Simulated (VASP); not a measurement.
Set up this calculation in VASP 6.6.1, as the native input.

- Task: single point
- Functional: HSE06
- Potentials or basis: VASP PAW PBE potentials, release 64 (Be, S)
- Cutoff: 520 eV
- k mesh: 6 × 6 × 6
- Occupations: gaussian, width 0.01 eV
- Spin: no spin polarisation
- Dipole correction: no
- Grid for exact exchange (PRECFOCK): Normal
- Further INCAR settings: ALGO = Normal; EDIFF = 1e-06; NBANDS = 11
- Share of exact exchange: 0.25
- Screening parameter: 0.2079 1/Å

The system is BeS.

```
Be S
1.0
     0.00000    2.43431    2.43431
     2.43431    0.00000    2.43431
     2.43431    2.43431    0.00000
Be S
1 1
Direct
  0.00000 0.00000 0.00000
  0.25000 0.25000 0.25000
```

One way to write it, as run:

POSCAR

```
BeS
1.0
    0.0000000000      2.4343066359      2.4343066359
    2.4343066359      0.0000000000      2.4343066359
    2.4343066359      2.4343066359      0.0000000000
Be S
1 1
Direct
    0.0000000000      0.0000000000      0.0000000000
    0.2500000000      0.2500000000      0.2500000000
```

INCAR.step1

```
PREC = Accurate
ENCUT = 520
EDIFF = 1E-5
ISMEAR = 0
SIGMA = 0.01
LREAL = False
LASPH = True
NELM = 100
ALGO = Normal
ISIF = 2
LWAVE = True
LCHARG = False
GGA = PE
NBANDS = 11
```

INCAR.step2

```
PREC = Accurate
ENCUT = 520
EDIFF = 1E-6
ISMEAR = 0
SIGMA = 0.01
LREAL = False
LASPH = True
NELM = 100
ALGO = Normal
ISIF = 2
LWAVE = False
LCHARG = False
GGA = PE
LHFCALC = True
HFSCREEN = 0.2079
PRECFOCK = Normal
ISTART = 1
NBANDS = 11
```

KPOINTS

```
regular mesh
0
Gamma
  6 6 6
```

Potentials or basis: VASP PAW PBE potentials, release 64 (Be, S).

The run is started by

```bash
$ cat potpaw_PBE.64/Be/POTCAR potpaw_PBE.64/S/POTCAR > POTCAR
$ cp INCAR.step1 INCAR
$ mpirun -np 1 vasp_std > vasp.out
$ cp INCAR.step2 INCAR
$ mpirun -np 1 vasp_std > vasp.out
```

It gave:

| Item | Value |
| --- | --- |
| Pressure | -1.1 GPa |
| Band gap on the k mesh | 4.08 eV (least direct gap 6.87 eV) |

Caveat: the PAW data sets were made with another functional, which shifts forces and pressure a little.

It took 11 min on 1 thread of Intel Xeon 8259CL (shared host), peak memory 0.26 GiB.
